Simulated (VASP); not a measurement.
A run of VASP 6.6.1:

File INCAR:

```
SYSTEM = Zn2CdO3
PREC = Accurate
ENCUT = 600
EDIFF = 1E-6
ISMEAR = 0
SIGMA = 0.1
LREAL = .FALSE.
LASPH = .TRUE.
NELM = 120
ALGO = Normal
ISIF = 2
LWAVE = .FALSE.
LCHARG = .FALSE.
GGA = PE
NBANDS = 40
GGA_COMPAT = .FALSE.
```

Contents of KPOINTS:

```
regular mesh
0
G
  6 6 6
  0 0 0
```

File POSCAR:

```
Zn2CdO3
1.0
    5.4921569018     -0.0000000030      0.0000000000
   -2.7460784483      4.7563474000      0.0000000000
    0.0000000000      0.0000000000      2.7806957796
Zn Cd O
2 1 3
Direct
    0.6666666667      0.3333333333      0.0000000000
    0.3333333333      0.6666666667      0.0000000000
    0.0000000000      0.0000000000      0.0000000000
    0.5000000000      0.0000000000      0.5000000000
    0.0000000000      0.5000000000      0.5000000000
    0.5000000000      0.5000000000      0.5000000000
```

Potentials or basis: VASP PAW PBE potentials, release 64 (Zn, Cd_sv_GW, O).

The run is started by

```console
$ cat potpaw_PBE.64/Zn/POTCAR potpaw_PBE.64/Cd_sv_GW/POTCAR potpaw_PBE.64/O/POTCAR > POTCAR
$ mpirun -np 1 vasp_std > vasp.out
```

Hardware: 1 thread of Intel(R) Xeon(R) 6975P-C (Granite Rapids), with other jobs on the host.

Estimate the wall time of this run.

Wall time 64 s on 1 thread of Intel(R) Xeon(R) 6975P-C (Granite Rapids), with other jobs on the host, peak memory 0.28 GiB. Counts: scf iterations 16, k points 28.
